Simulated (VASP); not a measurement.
A run of VASP 6.6.1:

Contents of INCAR:

```
PREC = Accurate ; ENCUT = 520
EDIFF = 1E-7 ; ISMEAR = 0
SIGMA = 0.1 ; LREAL = F
LASPH = T ; NELM = 80
ALGO = Fast ; ISIF = 2
LWAVE = F ; LCHARG = F
GGA = PE ; NBANDS = 16
```

The input KPOINTS:

```
regular mesh
0
Gamma
  9 9 6
```

POSCAR

```
K
1.0
    4.7623960204      0.0000000000      0.0000000000
   -2.3811980102      4.1243559365      0.0000000000
    0.0000000000      0.0000000000      7.8299713200
K
2
Direct
    0.3333333300      0.6666666700      0.2978928957
    0.6666666700      0.3333333300      0.7500000000
```

Potentials or basis: VASP PAW PBE potentials, release 64 (K_sv).

Command:

```sh
$ cat potpaw_PBE.64/K_sv/POTCAR > POTCAR
$ mpirun -np 1 vasp_std > vasp.out
```

Hardware: 1 thread of Intel(R) Xeon(R) Platinum 8259CL CPU @ 2.50GHz (Skylake/Cascade Lake) (shared host).

**Question.** Estimate the wall time of this run.

**Answer.** Run time: 3.5 min on 1 thread of Intel(R) Xeon(R) Platinum 8259CL CPU @ 2.50GHz (Skylake/Cascade Lake), on a shared host, peak memory 0.32 GiB. Counts: scf iterations 18, k points 62.
